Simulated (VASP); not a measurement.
# Si4O7 (a cell with a defect) in VASP: a series of runs

The runs below take Si4O7 (a cell with a defect) through single point, with LDA.

Program: VASP 6.6.1. These are calculated values, not measurements. Logs are shortened: lines on timing, memory, paths and dates and some standing lists are left out, and cuts for length are marked.

### 1 The cell of the first run

The cell holds a defect, 11 atoms: a = 4.934 Å, b = 4.934 Å, c = 4.934 Å, α = 106.91°, β = 106.91°, γ = 114.72°.

### 2 Single point, LDA (atom 9 moved -0.125 of the way to it and -0.500 Å across, host rigid)

The input, INCAR:

```
SYSTEM = Si4O7
PREC = Accurate
ENCUT = 520
EDIFF = 1E-6
ISMEAR = 0
SIGMA = 0.05
LREAL = .False.
LASPH = .True.
NELM = 80
ALGO = Normal
ISIF = 2
LWAVE = .False.
LCHARG = .False.
GGA = CA
NBANDS = 40
```

The input, KPOINTS:

```
Automatic mesh
0
Gamma
  6 6 6
  0 0 0
```

The input, POSCAR:

```
Si4O7
1.0
    0.0000000000      4.1548619959     -2.6614337333
    0.0000000000     -4.1548619959     -2.6614337333
   -4.1548619959      0.0000000000      2.6614337333
Si O
4 7
Direct
    0.2500000000      0.7500000000      0.5000000000
    0.7500000000      0.2500000000      0.5000000000
    0.0000000000      0.0000000000      1.0000000000
    0.5000000000      0.5000000000      1.0000000000
    1.0000000000      0.3055647994      0.3055647994
    0.5555647994      0.7500000000      0.8055647994
    0.0555647994      0.2500000000      0.8055647994
    0.0000000000      0.6944352006      0.6944352006
    0.4149061050      0.2430440008      0.6579501057
    0.9444352006      0.7500000000      0.1944352006
    0.4444352006      0.2500000000      0.1944352006
```

Potentials or basis: VASP PAW LDA potentials, release 64 (Si, O).

Run with:

```bash
$ cat potpaw_LDA.64/Si/POTCAR potpaw_LDA.64/O/POTCAR > POTCAR
$ mpirun -np 1 vasp_std > vasp.out
```

OUTCAR:

```text
SYSTEM = Si4O7
   PREC = Accurate
   ENCUT = 520
   EDIFF = 1E-6
   ISMEAR = 0
   LREAL = .False.
   LASPH = .True.
   NELM = 80
   ISIF = 2
   GGA = CA

 ion  position               nearest neighbor table
   1  0.250  0.750  0.500-   5 1.75   8 1.75   6 1.80  10 1.80   9 2.02   2 2.66   2 2.66
   2  0.750  0.250  0.500-   5 1.75   8 1.75   7 1.80  11 1.80   9 2.02   1 2.66   1 2.66
   3  0.000  0.000  0.000-   6 1.75   7 1.75  10 1.75  11 1.75   5 1.80   8 1.80   4 2.66   4 2.66

   4  0.500  0.500  0.000-   9 1.59   7 1.75   6 1.75  10 1.75  11 1.75   3 2.66   3 2.66
   5  0.000  0.306  0.306-   1 1.75   2 1.75   3 1.80
   6  0.556  0.750  0.806-   3 1.75   4 1.75   1 1.80
   7  0.056  0.250  0.806-   3 1.75   4 1.75   2 1.80
   8  0.000  0.694  0.694-   1 1.75   2 1.75   3 1.80
   9  0.415  0.243  0.658-   4 1.59   2 2.02   1 2.02
  10  0.944  0.750  0.194-   3 1.75   4 1.75   1 1.80
  11  0.444  0.250  0.194-   3 1.75   4 1.75   2 1.80

  LATTYP: Found a body centered tetragonal cell.
 ALAT       =     5.8758621844
 C/A-ratio  =     0.9058870511

  Lattice vectors:

 A1 = (   0.0000000000,   4.1548619959,  -2.6614337333)
 A2 = (   0.0000000000,  -4.1548619959,  -2.6614337333)
 A3 = (  -4.1548619959,   0.0000000000,   2.6614337333)

Analysis of symmetry for initial positions (statically):
=====================================================================
 Subroutine PRICEL returns:
 Original cell was already a primitive cell.

 Routine SETGRP: Setting up the symmetry group for a
 body centered tetragonal supercell.

 Subroutine GETGRP returns: Found  2 space group operations
 (whereof  2 operations were pure point group operations)
 out of a pool of 16 trial point group operations.

The static configuration has the point symmetry C_1h.

Analysis of symmetry for dynamics (positions and initial velocities):
=====================================================================
 Subroutine PRICEL returns:
 Original cell was already a primitive cell.

 Routine SETGRP: Setting up the symmetry group for a
 body centered tetragonal supercell.

 Subroutine GETGRP returns: Found  2 space group operations
 (whereof  2 operations were pure point group operations)
 out of a pool of 16 trial point group operations.

The dynamic configuration has the point symmetry C_1h.

 Subroutine INISYM returns: Found  2 space group operations
 (whereof  2 operations are pure point group operations),
 and found     1 'primitive' translations

----------------------------------------------------------------------------------------

                                     Primitive cell

  volume of cell :      91.8880

  direct lattice vectors                    reciprocal lattice vectors
     0.000000000  4.154861996 -2.661433733    -0.120340940  0.120340940 -0.187868664
     0.000000000 -4.154861996 -2.661433733    -0.120340940 -0.120340940 -0.187868664
    -4.154861996  0.000000000  2.661433733    -0.240681881  0.000000000  0.000000000

  length of vectors
     4.934177512  4.934177512  4.934177512     0.253492641  0.253492641  0.240681881

  position of ions in fractional coordinates (direct lattice)
     0.250000000  0.750000000  0.500000000
     0.750000000  0.250000000  0.500000000
     0.000000000  0.000000000  0.000000000
     0.500000000  0.500000000  0.000000000
     0.000000000  0.305564799  0.305564799
     0.555564799  0.750000000  0.805564799
     0.055564799  0.250000000  0.805564799
     0.000000000  0.694435201  0.694435201
     0.414906105  0.243044001  0.657950106
     0.944435201  0.750000000  0.194435201
     0.444435201  0.250000000  0.194435201

  ion indices of the primitive-cell ions
   primitive index   ion index
                 1           1
                 2           2
                 3           3
                 4           4
                 5           5
                 6           6
                 7           7
                 8           8
                 9           9
                10          10
                11          11

----------------------------------------------------------------------------------------

 KPOINTS: Automatic mesh

Automatic generation of k-mesh.
 Grid dimensions read from file:
 generate k-points for:    6    6    6

 Generating k-lattice:

  Cartesian coordinates                     Fractional coordinates (reciprocal lattice)
    -0.020056823  0.020056823 -0.031311444     0.166666667 -0.000000000  0.000000000
    -0.020056823 -0.020056823 -0.031311444    -0.000000000  0.166666667  0.000000000
    -0.040113647  0.000000000  0.000000000     0.000000000  0.000000000  0.166666667

  Length of vectors
     0.042248773  0.042248773  0.040113647

  Shift w.r.t. Gamma in fractional coordinates (k-lattice)
     0.000000000  0.000000000  0.000000000

 Subroutine IBZKPT returns following result:
 ===========================================

 Found     68 irreducible k-points:

 Following reciprocal coordinates:
            Coordinates               Weight
  0.000000  0.000000  0.000000      1.000000
  0.166667  0.000000 -0.000000      4.000000
  0.166667  0.000000 -0.166667      4.000000
  0.333333  0.000000 -0.000000      4.000000
  0.333333  0.000000 -0.333333      4.000000
  0.500000  0.000000 -0.000000      2.000000
[... 16 lines left out ...]
  0.000000  0.000000  0.166667      2.000000
  0.333333  0.333333 -0.000000      4.000000
 [... further k-points ...]
   k-points           NKPTS =     68   k-points in BZ     NKDIM =     68   number of bands    NBANDS=     40
   number of dos      NEDOS =    301   number of ions     NIONS =     11
   total plane-waves  NPLWV =  64000
   dimension x,y,z NGX =    40 NGY =   40 NGZ =   40
   dimension x,y,z NGXF=    80 NGYF=   80 NGZF=   80
   ions per type =               4   7
   NGX,Y,Z   is equivalent  to a cutoff of  13.48, 13.48, 13.48 a.u.
   NGXF,Y,Z  is equivalent  to a cutoff of  26.95, 26.95, 26.95 a.u.
 SYSTEM =  Si4O7
   PREC   = accura    normal or accurate (medium, high low for compatibility)
   ISTART =      0    job   : 0-new  1-cont  2-samecut
   ICHARG =      2    charge: 1-file 2-atom 10-const
   ISPIN  =      1    spin polarized calculation?
   LNONCOLLINEAR =      F non collinear calculations
   LSORBIT =      F    spin-orbit coupling
   LASPH  =      T    aspherical Exc in radial PAW
   ENCUT  =  520.0 eV  38.22 Ry    6.18 a.u.   9.17  9.17  9.17*2*pi/ulx,y,z
   NELM   =     80;   NELMIN=  2; NELMDL= -5     # of ELM steps
   EDIFF  = 0.1E-05   stopping-criterion for ELM
   LREAL  =      F    real-space projection
   EDIFFG = 0.1E-04   stopping-criterion for IOM
   NSW    =      0    number of steps for IOM
   IBRION =     -1    ionic relax: 0-MD 1-quasi-New 2-CG
   NFREE  =      0    steps in history (QN), initial steepest desc. (CG)
   ISIF   =      2    stress and relaxation
   ISYM   =      2    0-nonsym 1-usesym 2-fastsym
   POTIM  = 0.5000    time-step for ionic-motion
   TEBEG  =    0.0;   TEEND  =   0.0 temperature during run
   PSTRESS=    0.0 pullay stress
   NELECT =      58.0000    total number of electrons
   NUPDOWN=      -1.0000    fix difference up-down
   EMIN   =  10.00;   EMAX   =-10.00  energy-range for DOS
   EFERMI =   0.00;   METHOD = LEGACY
   ISMEAR =     0;   SIGMA  =   0.05  broadening in eV -4-tet -1-fermi 0-gaus
   EFERMI_NEDOS =   21; number of points for ismear=-14 and -15
   IALGO  =     38    algorithm
   IMIX   =      4    mixing-type and parameters
     AMIX     =   0.40;   BMIX     =  1.00
     AMIX_MAG =   1.60;   BMIX_MAG =  1.00
  volume/ion in A,a.u.               =       8.35        56.37
  Fermi-wavevector in a.u.,A,eV,Ry     =   1.404315  2.653771 26.832059  1.972101
  Thomas-Fermi vector in A             =   2.526889
   LORBIT       =      0    0 simple, 1 ext, 2 COOP (PROOUT), +10 PAW based schemes
   GGA     = CA    functional components
   LHFCALC =     F    Hartree Fock is set to
   AEXX    =    0.0000 exact exchange contribution
   IVDW    =     0    specifies the selected vdW correction
   LEPSILON=     F    determine dielectric tensor
   LRPA    =     F    only Hartree local field effects (RPA)
 non-spin polarized calculation
 Gauss-broadening in eV      SIGMA  =   0.05
  energy-cutoff  :      520.00
  volume of cell :       91.89
 maximum number of plane-waves:      2502
 NGX is ok and might be reduce to    40
   NGX = 19   NGY = 19   NGZ = 19

 number of electron      58.0000007 magnetization

 Free energy of the ion-electron system (eV)
  ---------------------------------------------------
  ext. energy  EPLUGINS =         0.00000000
  ---------------------------------------------------
  free energy    TOTEN  =       -89.27091344 eV

  energy without entropy =      -89.27091344  energy(sigma->0) =      -89.27091344

 E-fermi :   9.1986     XC(G=0): -12.3982

 val. band max:        8.9411103427   @ k =   0.5000  -0.3333   0.3333
 cond. band min:      11.0515278171   @ k =   0.5000   0.0000   0.5000
 fundamental gap:      2.1104174744
 Fermi energy:         9.1986228986

 k-point     1 :       0.0000    0.0000    0.0000
  band No.  band energies     occupation
      1     -14.6373      2.00000
      2     -11.8357      2.00000
      3     -11.4349      2.00000
      4     -11.2277      2.00000
      5     -10.8709      2.00000
      6     -10.6250      2.00000
[... 32 lines left out ...]
     39      18.1775      0.00000
     40      19.0554      0.00000

 k-point     2 :       0.1667    0.0000   -0.0000
  band No.  band energies     occupation
      1     -14.4838      2.00000
      2     -11.9875      2.00000
      3     -11.7043      2.00000
      4     -11.0919      2.00000
      5     -10.8850      2.00000
      6     -10.7107      2.00000
[... 935 lines left out ...]
     39      18.4700      0.00000
     40      19.2640      0.00000

 k-point    24 :       0.3333    0.3333   -0.0000
  band No.  band energies     occupation
      1     -13.3999      2.00000
      2     -13.1224      2.00000
      3     -12.3855      2.00000
      4     -11.1405      2.00000
      5     -10.7658      2.00000
      6     -10.5854      2.00000
[... 32 lines left out ...]
     39      18.7017      0.00000
     40      19.0745      0.00000

 [... further k-points ...]
[... 5 lines left out ...]
  --------------------------------------------------------------------------------------
  -------------------------------------------------------------------------------------
  Total        5.4871131      1.2965657     -0.0108535      1.9621530      0.0000000      0.0000000
  in kB       95.6743759     22.6071735     -0.1892441     34.2124835      0.0000000      0.0000000
  external PRESSURE =      39.3641018 kB  Pullay stress =       0.0000000 kB

 VOLUME and BASIS-vectors are now :
 -----------------------------------------------------------------------------
  energy-cutoff  :      520.00
  volume of cell :       91.89
      direct lattice vectors                 reciprocal lattice vectors
     0.000000000  4.154861996 -2.661433733    -0.120340940  0.120340940 -0.187868664
     0.000000000 -4.154861996 -2.661433733    -0.120340940 -0.120340940 -0.187868664
    -4.154861996  0.000000000  2.661433733    -0.240681881  0.000000000  0.000000000

 POSITION                                       TOTAL-FORCE (eV/Angst)
 -----------------------------------------------------------------------------------
     -2.07743     -2.07743     -1.33072        -0.144102     -0.796516     -1.823451
     -2.07743      2.07743     -1.33072        -0.144102     -0.796516      1.823451
      0.00000      0.00000      0.00000        -0.064498     -0.266384     -0.000000
      0.00000      0.00000     -2.66143        -1.386938     -0.744891      0.000000
     -1.26958     -1.26958      0.00000         0.455356     -0.254968      0.000000
     -3.34701     -0.80785     -1.33072        -0.864504     -2.658027     -2.078781
     -3.34701     -0.80785      1.33072        -0.864504     -2.658027      2.078781
     -2.88528     -2.88528      0.00000        -0.136588     -0.073436      0.000000
     -2.73369      0.71406     -0.00000         1.988892      8.495187      0.000000
     -0.80785      0.80785     -3.99215         0.580494     -0.123211      0.640158
     -0.80785      0.80785     -1.33072         0.580494     -0.123211     -0.640158
 -----------------------------------------------------------------------------------
    total drift:                               -0.000587     -0.000398      0.000002

  FREE ENERGIE OF THE ION-ELECTRON SYSTEM (eV)
  ---------------------------------------------------
  free  energy   TOTEN  =       -89.2709134356 eV

  energy  without entropy=      -89.2709134356  energy(sigma->0) =      -89.27091344
```

Wall time 99 s (1 thread of Intel Xeon 6975P-C (Granite Rapids), shared host); peak memory 0.3 GiB.

Results:

| Item | Value |
| --- | --- |
| Free energy | -89.2709 eV |
| Pressure | 3.9 GPa |
| Largest force | 8.725 eV/Å |
| Band gap on the k mesh | 2.11 eV |

Forces in eV/Å, atoms in the order of the input:
```
Si  -0.144 -0.797 -1.823
Si  -0.144 -0.797  1.823
Si  -0.064 -0.266  0.000
Si  -1.387 -0.745  0.000
O    0.455 -0.255  0.000
O   -0.865 -2.658 -2.079
O   -0.865 -2.658  2.079
O   -0.137 -0.073  0.000
O    1.989  8.495  0.000
O    0.580 -0.123  0.640
O    0.580 -0.123 -0.640
```

Stress tensor (GPa, compression positive):
```
 9.57  3.42  0.00
 3.42  2.26  0.00
 0.00  0.00 -0.02
```

Caveat: the cell differs from its parent crystal (atom 9 moved -0.125 of the way to it and -0.500 Å across, host rigid).

### 3 Single point, LDA (atom 9 moved 0.125 of the way to it and -0.250 Å across, host rigid)

The input, INCAR:

```
  ALGO = Normal
  EDIFF = 1E-6
  ENCUT = 520
  ISIF = 2
  ISMEAR = 0
  LASPH = T
  LCHARG = T
  LELF = T
  LREAL = F
  LVHAR = T
  LWAVE = F
  NBANDS = 40
  NELM = 80
  PREC = Accurate
  SIGMA = 0.05
```

The input, KPOINTS:

```
k-points
0
Gamma
  6 6 6
```

POSCAR, as its differences from that of step 2:

```diff
@@ -16,3 +16,3 @@
     0.0000000000      0.6944352006      0.6944352006
-    0.4149061050      0.2430440008      0.6579501057
+    0.4574530525      0.1458264005      0.6032794529
     0.9444352006      0.7500000000      0.1944352006
```

Potentials or basis: VASP PAW LDA potentials, release 64 (Si, O).

Run with:

```bash
$ cat potpaw_LDA.64/Si/POTCAR potpaw_LDA.64/O/POTCAR > POTCAR
$ mpirun -np 1 vasp_std > vasp.out
```

It took 10 min on 1 thread of AMD EPYC 7R13, shared host; peak memory 0.27 GiB.

It converged, with:

| Quantity | Value |
| --- | --- |
| Free energy | -90.0075 eV |
| Pressure | 5.6 GPa |
| Largest force | 7.278 eV/Å |
| Band gap on the k mesh | 1.64 eV |

Forces in eV/Å, atoms in the order of the input:
```
Si   2.163  2.289  1.150
Si   2.163  2.289 -1.150
Si  -0.297 -0.052  0.000
Si  -1.575 -1.676  0.000
O    0.198  0.140  0.000
O    0.485 -0.170 -0.374
O    0.485 -0.170  0.374
O   -0.137 -0.116  0.000
O   -6.642 -2.975  0.000
O    1.579  0.220  1.049
O    1.579  0.220 -1.049
```

Stress tensor (GPa, compression positive):
```
 3.88 -2.53  0.00
-2.53  2.61  0.00
 0.00  0.00 10.33
```

Levels at points of the mesh, in eV from the valence-band top:
| k point | band 27 | band 28 | band 29 | band 30 | band 31 | band 32 |
| --- | --- | --- | --- | --- | --- | --- |
| (0.00, 0.00, 0.00) | -3.97 | -3.32 | -2.44 | 3.11 | 3.51 | 3.86 |
| (0.50, 0.00, 0.00) | -4.60 | -3.91 | -0.38 | 2.58 | 4.00 | 4.26 |
| (0.50, 0.00, 0.50) | -4.13 | -3.95 | -0.52 | 1.64 | 3.63 | 5.14 |
| (0.50, 0.50, 0.00) | -4.39 | -4.24 | -0.96 | 2.33 | 4.37 | 5.09 |
| (0.00, 0.00, 0.50) | -4.56 | -4.35 | -0.81 | 2.29 | 4.28 | 4.76 |
| (0.50, 0.50, 0.50) | -5.47 | -5.04 | 0.00 | 2.57 | 3.49 | 3.94 |

Caveat: the cell differs from its parent crystal (atom 9 moved 0.125 of the way to it and -0.250 Å across, host rigid).
